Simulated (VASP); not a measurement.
# Sn2Se (P6/mmm) in VASP: further runs, part 2 of 2

VASP 6.6.1. Earlier steps stand in the parts before.

## Step 5: Single point, PBE

INCAR reads:

```
SYSTEM = Sn2Se
PREC = Accurate ; ENCUT = 520
EDIFF = 1E-6 ; ISMEAR = 0
SIGMA = 0.1 ; LREAL = .False.
LASPH = .True. ; NELM = 60
ALGO = Normal ; ISIF = 2
LWAVE = .False. ; LCHARG = .True.
GGA = PE ; LELF = .True.
LVHAR = .True. ; NBANDS = 24
```

KPOINTS reads:

```
Automatic mesh
0
Gamma
  6 6 6
  0 0 0
```

POSCAR reads:

```
Sn2Se
1.0
    5.4386688578      0.0000000000      0.0000000000
   -2.7193344289      4.7100253936      0.0000000000
    0.0000000000      0.0000000000      3.1425233763
Sn Se
2 1
Direct
    0.3333333333      0.6666666667      0.0000000000
    0.6666666667      0.3333333333      0.0000000000
    0.0000000000      0.0000000000      0.0000000000
```

Potentials or basis: VASP PAW PBE potentials, release 64 (Sn_d, Se).

Started as:

```bash
cat potpaw_PBE.64/Sn_d/POTCAR potpaw_PBE.64/Se/POTCAR > POTCAR
mpirun -np 1 vasp_std > vasp.out
```

OUTCAR:

```text
SYSTEM = Sn2Se
   PREC = Accurate
   ENCUT = 520
   EDIFF = 1E-6
   ISMEAR = 0
   LREAL = .False.
   LASPH = .True.
   NELM = 60
   ISIF = 2
   GGA = PE

 ion  position               nearest neighbor table
   1  0.333  0.667  0.000-   2 3.14   3 3.14   2 3.14   3 3.14   3 3.14   2 3.14
   2  0.667  0.333  0.000-   1 3.14   3 3.14   1 3.14   3 3.14   3 3.14   1 3.14
   3  0.000  0.000  0.000-   1 3.14   2 3.14   1 3.14   2 3.14   2 3.14   1 3.14

  LATTYP: Found a hexagonal cell.
 ALAT       =     5.4386688578
 C/A-ratio  =     0.5778111259

  Lattice vectors:

 A1 = (   5.4386688578,   0.0000000000,   0.0000000000)
 A2 = (  -2.7193344289,   4.7100253936,   0.0000000000)
 A3 = (   0.0000000000,   0.0000000000,   3.1425233763)

Analysis of symmetry for initial positions (statically):
=====================================================================
 Subroutine PRICEL returns:
 Original cell was already a primitive cell.

 Routine SETGRP: Setting up the symmetry group for a
 hexagonal supercell.

 Subroutine GETGRP returns: Found 24 space group operations
 (whereof 24 operations were pure point group operations)
 out of a pool of 24 trial point group operations.

The static configuration has the point symmetry D_6h.

Analysis of symmetry for dynamics (positions and initial velocities):
=====================================================================
 Subroutine PRICEL returns:
 Original cell was already a primitive cell.

 Routine SETGRP: Setting up the symmetry group for a
 hexagonal supercell.

 Subroutine GETGRP returns: Found 24 space group operations
 (whereof 24 operations were pure point group operations)
 out of a pool of 24 trial point group operations.

The dynamic configuration has the point symmetry D_6h.

 Subroutine INISYM returns: Found 24 space group operations
 (whereof 24 operations are pure point group operations),
 and found     1 'primitive' translations

----------------------------------------------------------------------------------------

                                     Primitive cell

  volume of cell :      80.4997

  direct lattice vectors                    reciprocal lattice vectors
     5.438668858  0.000000000  0.000000000     0.183868521  0.106156540  0.000000000
    -2.719334429  4.710025394  0.000000000     0.000000000  0.212313080  0.000000000
     0.000000000  0.000000000  3.142523376     0.000000000  0.000000000  0.318215612

  length of vectors
     5.438668858  5.438668858  3.142523376     0.212313080  0.212313080  0.318215612

  position of ions in fractional coordinates (direct lattice)
     0.333333333  0.666666667  0.000000000
     0.666666667  0.333333333  0.000000000
     0.000000000  0.000000000  0.000000000

  ion indices of the primitive-cell ions
   primitive index   ion index
                 1           1
                 2           2
                 3           3

----------------------------------------------------------------------------------------

 KPOINTS: Automatic mesh

Automatic generation of k-mesh.
 Grid dimensions read from file:
 generate k-points for:    6    6    6

 Generating k-lattice:

  Cartesian coordinates                     Fractional coordinates (reciprocal lattice)
     0.030644754  0.017692757  0.000000000     0.166666667  0.000000000  0.000000000
     0.000000000  0.035385513  0.000000000     0.000000000  0.166666667  0.000000000
     0.000000000  0.000000000  0.053035935     0.000000000  0.000000000  0.166666667

  Length of vectors
     0.035385513  0.035385513  0.053035935

  Shift w.r.t. Gamma in fractional coordinates (k-lattice)
     0.000000000  0.000000000  0.000000000

 Subroutine IBZKPT returns following result:
 ===========================================

 Found     28 irreducible k-points:

 Following reciprocal coordinates:
            Coordinates               Weight
  0.000000  0.000000  0.000000      1.000000
  0.166667 -0.000000  0.000000      6.000000
  0.333333  0.000000  0.000000      6.000000
  0.500000  0.000000  0.000000      3.000000
  0.166667  0.166667  0.000000      6.000000
  0.333333  0.166667  0.000000     12.000000
[... 16 lines left out ...]
  0.166667 -0.000000  0.500000      6.000000
  0.333333  0.000000  0.500000      6.000000
 [... further k-points ...]
   k-points           NKPTS =     28   k-points in BZ     NKDIM =     28   number of bands    NBANDS=     24
   number of dos      NEDOS =    301   number of ions     NIONS =      3
   total plane-waves  NPLWV =  38400
   dimension x,y,z NGX =    40 NGY =   40 NGZ =   24
   dimension x,y,z NGXF=    80 NGYF=   80 NGZF=   48
   ions per type =               2   1
   NGX,Y,Z   is equivalent  to a cutoff of  12.23, 12.23, 12.70 a.u.
   NGXF,Y,Z  is equivalent  to a cutoff of  24.45, 24.45, 25.39 a.u.
 SYSTEM =  Sn2Se
   PREC   = accura    normal or accurate (medium, high low for compatibility)
   ISTART =      0    job   : 0-new  1-cont  2-samecut
   ICHARG =      2    charge: 1-file 2-atom 10-const
   ISPIN  =      1    spin polarized calculation?
   LNONCOLLINEAR =      F non collinear calculations
   LSORBIT =      F    spin-orbit coupling
   LASPH  =      T    aspherical Exc in radial PAW
   ENCUT  =  520.0 eV  38.22 Ry    6.18 a.u.  10.11 10.11  5.84*2*pi/ulx,y,z
   NELM   =     60;   NELMIN=  2; NELMDL= -5     # of ELM steps
   EDIFF  = 0.1E-05   stopping-criterion for ELM
   LREAL  =      F    real-space projection
   EDIFFG = 0.1E-04   stopping-criterion for IOM
   NSW    =      0    number of steps for IOM
   IBRION =     -1    ionic relax: 0-MD 1-quasi-New 2-CG
   NFREE  =      0    steps in history (QN), initial steepest desc. (CG)
   ISIF   =      2    stress and relaxation
   ISYM   =      2    0-nonsym 1-usesym 2-fastsym
   POTIM  = 0.5000    time-step for ionic-motion
   TEBEG  =    0.0;   TEEND  =   0.0 temperature during run
   PSTRESS=    0.0 pullay stress
   NELECT =      34.0000    total number of electrons
   NUPDOWN=      -1.0000    fix difference up-down
   EMIN   =  10.00;   EMAX   =-10.00  energy-range for DOS
   EFERMI =   0.00;   METHOD = LEGACY
   ISMEAR =     0;   SIGMA  =   0.10  broadening in eV -4-tet -1-fermi 0-gaus
   EFERMI_NEDOS =   21; number of points for ismear=-14 and -15
   IALGO  =     38    algorithm
   IMIX   =      4    mixing-type and parameters
     AMIX     =   0.40;   BMIX     =  1.00
     AMIX_MAG =   1.60;   BMIX_MAG =  1.00
  volume/ion in A,a.u.               =      26.83       181.08
  Fermi-wavevector in a.u.,A,eV,Ry     =   1.228296  2.321143 20.527258  1.508711
  Thomas-Fermi vector in A             =   2.363227
   LORBIT       =      0    0 simple, 1 ext, 2 COOP (PROOUT), +10 PAW based schemes
   GGA     = PE    functional components
   LHFCALC =     F    Hartree Fock is set to
   AEXX    =    0.0000 exact exchange contribution
   IVDW    =     0    specifies the selected vdW correction
   LEPSILON=     F    determine dielectric tensor
   LRPA    =     F    only Hartree local field effects (RPA)
 non-spin polarized calculation
 Gauss-broadening in eV      SIGMA  =   0.10
  energy-cutoff  :      520.00
  volume of cell :       80.50
 maximum number of plane-waves:      2199
   NGX = 21   NGY = 21   NGZ = 11

 number of electron      33.9999998 magnetization

 Free energy of the ion-electron system (eV)
  ---------------------------------------------------
  ext. energy  EPLUGINS =         0.00000000
  ---------------------------------------------------
  free energy    TOTEN  =       -11.01596394 eV

  energy without entropy =      -11.00426594  energy(sigma->0) =      -11.01011494

 E-fermi :   6.2326     XC(G=0):  -9.9806

 val. band max:        6.2293619909   @ k =   0.3333   0.1667   0.1667
 cond. band min:       6.2342001183   @ k =   0.3333   0.3333   0.3333
 fundamental gap:      0.0048381274
 Fermi energy:         6.2326420190

 k-point     1 :       0.0000    0.0000    0.0000
  band No.  band energies     occupation
      1     -15.3194      2.00000
      2     -15.2263      2.00000
      3     -15.2263      2.00000
      4     -15.2118      2.00000
      5     -15.1456      2.00000
      6     -15.1456      2.00000
[... 16 lines left out ...]
     23      15.4721      0.00000
     24      17.0866      0.00000
[... 598 lines left out ...]
      2     -15.2430      2.00000
      3     -15.2089      2.00000
      4     -15.1930      2.00000
      5     -15.1465      2.00000
      6     -15.1443      2.00000
[... 16 lines left out ...]
     23      11.8876      0.00000
     24      12.3143      0.00000

 [... further k-points ...]
[... 5 lines left out ...]
  --------------------------------------------------------------------------------------
  -------------------------------------------------------------------------------------
  Total       -0.0126941     -0.0126941      0.0352738      0.0000000     -0.0000000      0.0000000
  in kB       -0.2526484     -0.2526484      0.7020516      0.0000000     -0.0000000      0.0000000
  external PRESSURE =       0.0655849 kB  Pullay stress =       0.0000000 kB

 VOLUME and BASIS-vectors are now :
 -----------------------------------------------------------------------------
  energy-cutoff  :      520.00
  volume of cell :       80.50
      direct lattice vectors                 reciprocal lattice vectors
     5.438668858  0.000000000  0.000000000     0.183868521  0.106156540  0.000000000
    -2.719334429  4.710025394  0.000000000     0.000000000  0.212313080  0.000000000
     0.000000000  0.000000000  3.142523376     0.000000000  0.000000000  0.318215612

 POSITION                                       TOTAL-FORCE (eV/Angst)
 -----------------------------------------------------------------------------------
     -0.00000      3.14002      0.00000        -0.000000      0.000000      0.000000
      2.71933      1.57001      0.00000         0.000000     -0.000000     -0.000000
      0.00000      0.00000      0.00000         0.000000      0.000000      0.000000
 -----------------------------------------------------------------------------------
    total drift:                                0.000000     -0.000000      0.000000

  FREE ENERGIE OF THE ION-ELECTRON SYSTEM (eV)
  ---------------------------------------------------
  free  energy   TOTEN  =       -11.0159639388 eV

  energy  without entropy=      -11.0042659407  energy(sigma->0) =      -11.01011494
```

OSZICAR:

```text
N       E                     dE             d eps       ncg     rms          rms(c)
DAV:   1     0.271343941262E+03    0.27134E+03   -0.17374E+04  1360   0.198E+03
DAV:   2     0.188366847566E+02   -0.25251E+03   -0.24581E+03  1384   0.467E+02
DAV:   3    -0.101415214706E+02   -0.28978E+02   -0.28401E+02  1656   0.138E+02
DAV:   4    -0.111166042313E+02   -0.97508E+00   -0.97396E+00  1536   0.285E+01
DAV:   5    -0.111456346583E+02   -0.29030E-01   -0.29030E-01  1912   0.494E+00    0.345E+00
DAV:   6    -0.110164975380E+02    0.12914E+00   -0.21375E-01  1728   0.386E+00    0.216E+00
DAV:   7    -0.110164443130E+02    0.53225E-04   -0.52752E-02  1688   0.128E+00    0.945E-01
DAV:   8    -0.110159756509E+02    0.46866E-03   -0.49588E-03  1648   0.436E-01    0.127E-01
DAV:   9    -0.110159595653E+02    0.16086E-04   -0.10470E-03  1680   0.232E-01    0.537E-02
DAV:  10    -0.110159606235E+02   -0.10582E-05   -0.21320E-04  1640   0.149E-01    0.126E-02
DAV:  11    -0.110159650728E+02   -0.44493E-05   -0.28279E-05  1584   0.373E-02    0.500E-03
DAV:  12    -0.110159640467E+02    0.10261E-05   -0.46968E-06  1448   0.169E-02    0.184E-03
DAV:  13    -0.110159639388E+02    0.10783E-06   -0.24582E-07   880   0.406E-03
   1 F= -.11015964E+02 E0= -.11010115E+02  d E =-.116980E-01
```

stdout:

```text
POSCAR found type information on POSCAR SnSe
 POSCAR found :  2 types and       3 ions
 scaLAPACK will be used
 LDA part: xc-table for (Slater+PW92), standard interpolation
 POSCAR, INCAR and KPOINTS ok, starting setup
 FFT: planning ... GRIDC
 FFT: planning ... GRID_SOFT
 FFT: planning ... GRID
 WAVECAR not read
 entering main loop
```

It took 56 s on 1 thread of Intel Xeon 8259CL, shared host; peak memory 0.21 GiB.

What came out:

- Free energy: -11.0160 eV
- Pressure: 0.0 GPa
- Band gap on the k mesh: zero (bands 17 and 18 overlap by 2.79 eV)

Caveat: spin-orbit coupling is left out, which moves the levels of the heavy elements.

## Step 6: Overview

```csv
task,cell,k mesh,cutoff (eV),gap on the mesh (eV),pressure (GPa)
relaxation of cell and atoms,"relaxed from a = 5.439, b = 5.439, c = 3.143 Å, angles 90.0, 90.0, 120.0°, 3 atoms",12 × 12 × 14,600,none,0.0
single point,"a = 5.582, b = 5.582, c = 2.944 Å, angles 90.0, 90.0, 120.0°, 3 atoms",6 × 6 × 4,520,none,-0.1
single point,"a = 3.912, b = 3.912, c = 6.937 Å, angles 90.0, 90.0, 120.0°, 3 atoms",6 × 6 × 4,520,none,103.2
single point,"a = 5.439, b = 5.439, c = 3.143 Å, angles 90.0, 90.0, 120.0°, 3 atoms",6 × 6 × 6,520,none,0.0
```

Alike in all rows: level PBE; potentials or basis VASP PAW PBE potentials, release 64 (Sn_d, Se); no spin polarisation; smearing gaussian 0.1 eV.

Caveats: some runs use coarse meshes; spin-orbit coupling is left out, which moves the levels of the heavy elements; the cell stands under pressure (at least some runs).

Absolute energies hang on the potentials; compare differences alone.
